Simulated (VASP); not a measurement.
Write the native input for VASP 6.6.1 that does the following.

| Property | Result |
| --- | --- |
| Task | single point |
| Functional | r2SCAN |
| Potentials or basis | VASP PAW PBE potentials, release 64 (Pb_d, Se) |
| Cutoff | 520 eV |
| k mesh | 6 × 6 × 6 |
| Occupations | gaussian, width 0.01 eV |
| Spin | no spin polarisation |
| Dipole correction | no |
| Further INCAR settings | ALGO = Normal; EDIFF = 1e-06; NBANDS = 17 |

Crystal: PbSe.

```
CELL_PARAMETERS angstrom
0.00000 3.42320 3.42320
3.42320 0.00000 3.42320
3.42320 3.42320 0.00000
ATOMIC_POSITIONS crystal
Pb 0.00000 0.00000 0.00000
Se 0.25000 0.25000 0.25000
```

These files were run (other wordings do the same):

POSCAR

```
PbSe
1.0
    0.0000000000      3.4232041378      3.4232041378
    3.4232041378      0.0000000000      3.4232041378
    3.4232041378      3.4232041378      0.0000000000
Pb Se
1 1
Direct
    0.0000000000      0.0000000000      0.0000000000
    0.2500000000      0.2500000000      0.2500000000
```

INCAR.step1

```
PREC = Accurate ; ENCUT = 520
ISMEAR = 0 ; SIGMA = 0.01
LREAL = False ; LASPH = True
NELM = 80 ; NBANDS = 17
GGA = PE ; ALGO = Normal
EDIFF = 1E-4 ; LWAVE = True
LCHARG = False
```

INCAR.step2

```
PREC = Accurate ; ENCUT = 520
EDIFF = 1E-6 ; ISMEAR = 0
SIGMA = 0.01 ; LREAL = False
LASPH = True ; NELM = 80
ALGO = Normal ; ISIF = 2
LWAVE = False ; LCHARG = False
METAGGA = R2SCAN ; LMIXTAU = True
NBANDS = 17 ; ISTART = 1
```

KPOINTS

```
Automatic mesh
0
Gamma
  6 6 6
```

Potentials or basis: VASP PAW PBE potentials, release 64 (Pb_d, Se).

Launch:

```bash
$ cat potpaw_PBE.64/Pb_d/POTCAR potpaw_PBE.64/Se/POTCAR > POTCAR
$ cp INCAR.step1 INCAR
$ mpirun -np 1 vasp_std > vasp.out
$ cp INCAR.step2 INCAR
$ mpirun -np 1 vasp_std > vasp.out
```

Results of the run:

```json
{
 "Pressure": "0.0 GPa",
 "Band gap on the k mesh": "0.93 eV, indirect (least direct gap 1.34 eV)"
}
```

Caveat: the PAW data sets were made with another functional, which shifts forces and pressure a little; spin-orbit coupling is left out, which moves the levels of the heavy elements.

Run time: 2.3 min on 1 thread of AMD EPYC 7R43 64-Core Processor (Zen 3) (shared host), peak memory 0.18 GiB.
